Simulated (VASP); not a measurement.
# Li3F2 (Fmm2) in VASP: single point with PBE

Aim: the single point of Li3F2 with PBE.

Program: VASP 6.6.1. These are calculated values, not measurements. Logs are shortened: lines on timing, memory, paths and dates and some standing lists are left out, and cuts for length are marked.

**1. The cell of the first run**

The typed cell holds 5 atoms: a = 7.068 Å, b = 2.874 Å, c = 7.068 Å, α = 78.27°, β = 23.46°, γ = 78.27°.

The cell was generated, and may not be a known phase.

**2. Single point, PBE**

INCAR

```
SYSTEM = Li3F2
ALGO = Normal
EDIFF = 1E-6
ENCUT = 520
GGA = PE
ISIF = 2
ISMEAR = 0
LASPH = .TRUE.
LCHARG = .TRUE.
LELF = .TRUE.
LREAL = .FALSE.
LVHAR = .TRUE.
LWAVE = .FALSE.
NBANDS = 20
NELM = 60
PREC = Accurate
SIGMA = 0.1
```

KPOINTS

```
k-points
0
G
  12 12 12
  0 0 0
```

POSCAR

```
Li3F2
1.0
    0.0000000000      6.7695078576      2.0318839882
    2.0324098968      0.0000000000      2.0318839882
    2.0324098968      6.7695078576      0.0000000000
Li F
3 2
Direct
   -0.0002468371     -0.0002468371      1.0002468371
    0.3230113707      0.6770477432      0.3229522568
    0.6770477432      0.3230113707      0.6769886293
    0.8262209179      0.1739833714      0.8260166286
    0.1739833714      0.8262209179      0.1737790821
```

Potentials or basis: VASP PAW PBE potentials, release 64 (Li_sv, F).

Command:

```console
$ cat potpaw_PBE.64/Li_sv/POTCAR potpaw_PBE.64/F/POTCAR > POTCAR
$ mpirun -np 1 vasp_std > vasp.out
```

OUTCAR:

```text
SYSTEM = Li3F2
   EDIFF = 1E-6
   ENCUT = 520
   GGA = PE
   ISIF = 2
   ISMEAR = 0
   LASPH = .TRUE.
   LREAL = .FALSE.
   NELM = 60
   PREC = Accurate

 ion  position               nearest neighbor table
   1  1.000  1.000  0.000-
   2  0.323  0.677  0.323-   5 2.02   4 2.03   4 2.03   4 2.03   4 2.03
   3  0.677  0.323  0.677-   4 2.02   5 2.03   5 2.03   5 2.03   5 2.03
   4  0.826  0.174  0.826-   3 2.02   2 2.03   2 2.03   2 2.03   2 2.03
   5  0.174  0.826  0.174-   2 2.02   3 2.03   3 2.03   3 2.03   3 2.03

  LATTYP: Found a face centered orthorhombic cell.
 ALAT       =     4.0637679764
 B/A-ratio  =     1.0002588281
 C/A-ratio  =     3.3316409288

  Lattice vectors:

 A1 = (   2.0324098968,   6.7695078576,   0.0000000000)
 A2 = (   0.0000000000,   6.7695078576,   2.0318839882)
 A3 = (   2.0324098968,   0.0000000000,   2.0318839882)

Analysis of symmetry for initial positions (statically):
=====================================================================
 Subroutine PRICEL returns:
 Original cell was already a primitive cell.

 Routine SETGRP: Setting up the symmetry group for a
 face centered orthorhombic supercell.

 Subroutine GETGRP returns: Found  4 space group operations
 (whereof  4 operations were pure point group operations)
 out of a pool of  8 trial point group operations.

The static configuration has the point symmetry C_2v.

Analysis of symmetry for dynamics (positions and initial velocities):
=====================================================================
 Subroutine PRICEL returns:
 Original cell was already a primitive cell.

 Routine SETGRP: Setting up the symmetry group for a
 face centered orthorhombic supercell.

 Subroutine GETGRP returns: Found  4 space group operations
 (whereof  4 operations were pure point group operations)
 out of a pool of  8 trial point group operations.

The dynamic configuration has the point symmetry C_2v.

 Subroutine INISYM returns: Found  4 space group operations
 (whereof  4 operations are pure point group operations),
 and found     1 'primitive' translations

----------------------------------------------------------------------------------------

                                     Primitive cell

  volume of cell :      55.9110

  direct lattice vectors                    reciprocal lattice vectors
     0.000000000  6.769507858  2.031883988    -0.246013366  0.073860613  0.246077041
     2.032409897  0.000000000  2.031883988     0.246013366 -0.073860613  0.246077041
     2.032409897  6.769507858  0.000000000     0.246013366  0.073860613 -0.246077041

  length of vectors
     7.067870201  2.873889791  7.068021408     0.355713194  0.355713194  0.355713194

  position of ions in fractional coordinates (direct lattice)
     0.999753163  0.999753163  0.000246837
     0.323011371  0.677047743  0.322952257
     0.677047743  0.323011371  0.676988629
     0.826220918  0.173983371  0.826016629
     0.173983371  0.826220918  0.173779082

  ion indices of the primitive-cell ions
   primitive index   ion index
                 1           1
                 2           2
                 3           3
                 4           4
                 5           5

----------------------------------------------------------------------------------------

 KPOINTS: k-points

Automatic generation of k-mesh.
 Grid dimensions read from file:
 generate k-points for:   12   12   12

 Generating k-lattice:

  Cartesian coordinates                     Fractional coordinates (reciprocal lattice)
    -0.020501114  0.006155051  0.020506420     0.083333333  0.000000000  0.000000000
     0.020501114 -0.006155051  0.020506420     0.000000000  0.083333333 -0.000000000
     0.020501114  0.006155051 -0.020506420     0.000000000 -0.000000000  0.083333333

  Length of vectors
     0.029642766  0.029642766  0.029642766

  Shift w.r.t. Gamma in fractional coordinates (k-lattice)
     0.000000000  0.000000000  0.000000000

 Subroutine IBZKPT returns following result:
 ===========================================

 Found    280 irreducible k-points:

 Following reciprocal coordinates:
            Coordinates               Weight
  0.000000  0.000000  0.000000      1.000000
  0.083333 -0.000000  0.000000      8.000000
  0.166667  0.000000  0.000000      8.000000
  0.250000  0.000000  0.000000      8.000000
  0.333333 -0.000000  0.000000      8.000000
  0.416667  0.000000  0.000000      8.000000
[... 16 lines left out ...]
  0.500000  0.166667  0.000000      8.000000
 -0.416667  0.166667 -0.000000      8.000000
 [... further k-points ...]
   k-points           NKPTS =    280   k-points in BZ     NKDIM =    280   number of bands    NBANDS=     20
   number of dos      NEDOS =    301   number of ions     NIONS =      5
   total plane-waves  NPLWV =  69984
   dimension x,y,z NGX =    54 NGY =   24 NGZ =   54
   dimension x,y,z NGXF=   108 NGYF=   48 NGZF=  108
   ions per type =               3   2
   NGX,Y,Z   is equivalent  to a cutoff of  12.70, 13.88, 12.70 a.u.
   NGXF,Y,Z  is equivalent  to a cutoff of  25.40, 27.77, 25.40 a.u.
 SYSTEM =  Li3F2
   PREC   = accura    normal or accurate (medium, high low for compatibility)
   ISTART =      0    job   : 0-new  1-cont  2-samecut
   ICHARG =      2    charge: 1-file 2-atom 10-const
   ISPIN  =      1    spin polarized calculation?
   LNONCOLLINEAR =      F non collinear calculations
   LSORBIT =      F    spin-orbit coupling
   LASPH  =      T    aspherical Exc in radial PAW
   ENCUT  =  520.0 eV  38.22 Ry    6.18 a.u.  13.14  5.34 13.14*2*pi/ulx,y,z
   NELM   =     60;   NELMIN=  2; NELMDL= -5     # of ELM steps
   EDIFF  = 0.1E-05   stopping-criterion for ELM
   LREAL  =      F    real-space projection
   EDIFFG = 0.1E-04   stopping-criterion for IOM
   NSW    =      0    number of steps for IOM
   IBRION =     -1    ionic relax: 0-MD 1-quasi-New 2-CG
   NFREE  =      0    steps in history (QN), initial steepest desc. (CG)
   ISIF   =      2    stress and relaxation
   ISYM   =      2    0-nonsym 1-usesym 2-fastsym
   POTIM  = 0.5000    time-step for ionic-motion
   TEBEG  =    0.0;   TEEND  =   0.0 temperature during run
   PSTRESS=    0.0 pullay stress
   NELECT =      23.0000    total number of electrons
   NUPDOWN=      -1.0000    fix difference up-down
   EMIN   =  10.00;   EMAX   =-10.00  energy-range for DOS
   EFERMI =   0.00;   METHOD = LEGACY
   ISMEAR =     0;   SIGMA  =   0.10  broadening in eV -4-tet -1-fermi 0-gaus
   EFERMI_NEDOS =   21; number of points for ismear=-14 and -15
   IALGO  =     38    algorithm
   IMIX   =      4    mixing-type and parameters
     AMIX     =   0.40;   BMIX     =  1.00
     AMIX_MAG =   1.60;   BMIX_MAG =  1.00
  volume/ion in A,a.u.               =      11.18        75.46
  Fermi-wavevector in a.u.,A,eV,Ry     =   1.217545  2.300826 20.169491  1.482416
  Thomas-Fermi vector in A             =   2.352862
   LORBIT       =      0    0 simple, 1 ext, 2 COOP (PROOUT), +10 PAW based schemes
   GGA     = PE    functional components
   LHFCALC =     F    Hartree Fock is set to
   AEXX    =    0.0000 exact exchange contribution
   IVDW    =     0    specifies the selected vdW correction
   LEPSILON=     F    determine dielectric tensor
   LRPA    =     F    only Hartree local field effects (RPA)
 non-spin polarized calculation
 Gauss-broadening in eV      SIGMA  =   0.10
  energy-cutoff  :      520.00
  volume of cell :       55.91
 maximum number of plane-waves:      1534
 NGX is ok and might be reduce to    54
   NGX = 27   NGY = 11   NGZ = 27

 number of electron      22.9999995 magnetization

 Free energy of the ion-electron system (eV)
  ---------------------------------------------------
  ext. energy  EPLUGINS =         0.00000000
  ---------------------------------------------------
  free energy    TOTEN  =       -20.48281558 eV

  energy without entropy =      -20.47680710  energy(sigma->0) =      -20.47981134

 E-fermi :   2.8653     XC(G=0):  -8.6515

 val. band max:        2.8612605056   @ k =  -0.3333   0.0000   0.0833
 cond. band min:       2.8667493295   @ k =  -0.1667   0.1667   0.1667
 fundamental gap:      0.0054888239
 Fermi energy:         2.8652958716

 k-point     1 :       0.0000    0.0000    0.0000
  band No.  band energies     occupation
      1     -43.9966      2.00000
      2     -43.6844      2.00000
      3     -43.6476      2.00000
      4     -22.2760      2.00000
      5     -21.9630      2.00000
      6      -4.8172      2.00000
[... 12 lines left out ...]
     19      14.6486      0.00000
     20      15.6041      0.00000

 k-point     2 :       0.0833   -0.0000    0.0000
  band No.  band energies     occupation
      1     -43.9959      2.00000
      2     -43.6826      2.00000
      3     -43.6471      2.00000
      4     -22.2638      2.00000
      5     -21.9604      2.00000
      6      -4.7710      2.00000
[... 12 lines left out ...]
     19      14.4759      0.00000
     20      16.7436      0.00000

 k-point     3 :       0.1667    0.0000    0.0000
  band No.  band energies     occupation
      1     -43.9936      2.00000
      2     -43.6776      2.00000
      3     -43.6456      2.00000
      4     -22.2279      2.00000
      5     -21.9537      2.00000
      6      -4.6439      2.00000
[... 12 lines left out ...]
     19      14.5726      0.00000
     20      16.3066      0.00000

 k-point     4 :       0.2500    0.0000    0.0000
  band No.  band energies     occupation
      1     -43.9905      2.00000
      2     -43.6702      2.00000
      3     -43.6441      2.00000
      4     -22.1746      2.00000
      5     -21.9483      2.00000
      6      -4.4836      2.00000
[... 429 lines left out ...]
 k-point    23 :       0.5000    0.1667    0.0000
  band No.  band energies     occupation
      1     -43.9814      2.00000
      2     -43.6446      2.00000
      3     -43.6445      2.00000
      4     -21.9481      2.00000
      5     -21.9463      2.00000
      6      -4.6427      2.00000
[... 12 lines left out ...]
     19      14.8162      0.00000
     20      15.1951      0.00000

 k-point    24 :      -0.4167    0.1667   -0.0000
  band No.  band energies     occupation
      1     -43.9822      2.00000
      2     -43.6498      2.00000
      3     -43.6415      2.00000
      4     -21.9946      2.00000
      5     -21.9194      2.00000
      6      -4.5957      2.00000
[... 12 lines left out ...]
     19      14.3213      0.00000
     20      15.2514      0.00000

 [... further k-points ...]

------------------------ aborting loop because EDIFF is reached ----------------------------------------

  FORCE on cell =-STRESS in cart. coord.  units (eV):
  Direction    XX          YY          ZZ          XY          YZ          ZX
  --------------------------------------------------------------------------------------
  -------------------------------------------------------------------------------------
  Total       -0.1016204     -0.1004309     -0.0986456      0.0000000      0.0000000      0.0000000
  in kB       -2.9120176     -2.8779324     -2.8267735      0.0000000      0.0000000      0.0000000
  external PRESSURE =      -2.8722412 kB  Pullay stress =       0.0000000 kB

 VOLUME and BASIS-vectors are now :
 -----------------------------------------------------------------------------
  energy-cutoff  :      520.00
  volume of cell :       55.91
      direct lattice vectors                 reciprocal lattice vectors
     0.000000000  6.769507858  2.031883988    -0.246013366  0.073860613  0.246077041
     2.032409897  0.000000000  2.031883988     0.246013366 -0.073860613  0.246077041
     2.032409897  6.769507858  0.000000000     0.246013366  0.073860613 -0.246077041

 POSITION                                       TOTAL-FORCE (eV/Angst)
 -----------------------------------------------------------------------------------
      2.03241      6.76951      4.06276         0.000000      0.000000      0.001288
      2.03241      4.37286      2.03200         0.000000      0.006596      0.000162
      2.03241      9.16616      2.03200         0.000000     -0.006596      0.000162
      2.03241     11.18484      2.03230         0.000000     -0.000204     -0.000806
      2.03241      2.35418      2.03230         0.000000      0.000204     -0.000806
 -----------------------------------------------------------------------------------
    total drift:                               -0.000000     -0.000001      0.000039

  FREE ENERGIE OF THE ION-ELECTRON SYSTEM (eV)
  ---------------------------------------------------
  free  energy   TOTEN  =       -20.4828155824 eV

  energy  without entropy=      -20.4768070975  energy(sigma->0) =      -20.47981134
```

It took 4.3 min on 1 thread of Intel Xeon 6975P-C (Granite Rapids), shared host; peak memory 0.41 GiB.

Results:

```
Free energy            : -20.4828 eV
Largest force          : 0.007 eV/Å
Band gap on the k mesh : zero (an odd number of electrons rules out a gap without spin polarisation)
```

Forces on the atoms (eV/Å):
```
Li   0.000  0.000  0.001
Li   0.000  0.007  0.000
Li   0.000 -0.007  0.000
F    0.000  0.000 -0.001
F    0.000  0.000 -0.001
```

Caveat: the cutoff is under 1.25 times the usual one of these potentials, so pressure, stress and relaxed cells hold a basis-set (Pulay) error.
